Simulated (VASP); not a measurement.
Wanted: the native input for a VASP 6.6.1 run.

- Task: relaxation of cell and atoms
- Functional: LDA
- Potentials or basis: VASP PAW LDA potentials, release 64 (C)
- Cutoff: 600 eV
- k mesh: 22 × 22 × 22
- Occupations: fermi-dirac, width 0.1 eV
- Spin: no spin polarisation
- Dipole correction: no
- Further INCAR settings: ALGO = Normal; EDIFF = 1e-06; IBRION = 2; EDIFFG = -0.002; NSW = 100; ISIF = 3

The structure of C lies in POSCAR:

```
C
1.0
    0.0000000000      1.7833700000      1.7833700000
    1.7833700000      0.0000000000      1.7833700000
    1.7833700000      1.7833700000      0.0000000000
C
2
Direct
    0.5000000000      0.5000000000      0.5000000000
    0.7500000000      0.7500000000      0.7500000000
```

One way to write it, as run:

INCAR

```
SYSTEM = C
PREC = Accurate
ENCUT = 600
EDIFF = 1E-6
ISMEAR = -1
SIGMA = 0.1
LREAL = .False.
LASPH = .True.
NELM = 80
ALGO = Normal
ISIF = 3
LWAVE = .False.
LCHARG = .False.
GGA = CA
IBRION = 2
NSW = 100
EDIFFG = -0.002
```

KPOINTS

```
Automatic mesh
0
Gamma
  22 22 22
  0 0 0
```

Potentials or basis: VASP PAW LDA potentials, release 64 (C).

Command:

```bash
$ cat potpaw_LDA.64/C/POTCAR > POTCAR
$ mpirun -np 1 vasp_std > vasp.out
```

It gave:

```yaml
Relaxed_volume: 5.52 Å³/atom
Relaxed_cell: a = 2.499 Å, b = 2.499 Å, c = 2.499 Å, α = 60.00°, β = 60.00°, γ = 60.00°
Space_group_after_relaxing_to_0.05_Å: Fd-3m (No. 227)
Energy_gained_by_relaxing: 6.2 meV/atom
Ionic_steps: 6
Pressure_after_relaxing: 0.0 GPa
Band_gap_on_the_k_mesh: 4.16 eV, indirect (least direct gap 5.62 eV)
```

Run time: 52 s on 1 thread of Intel(R) Xeon(R) Platinum 8259CL CPU @ 2.50GHz (Skylake/Cascade Lake), on a shared host, peak memory 0.13 GiB.
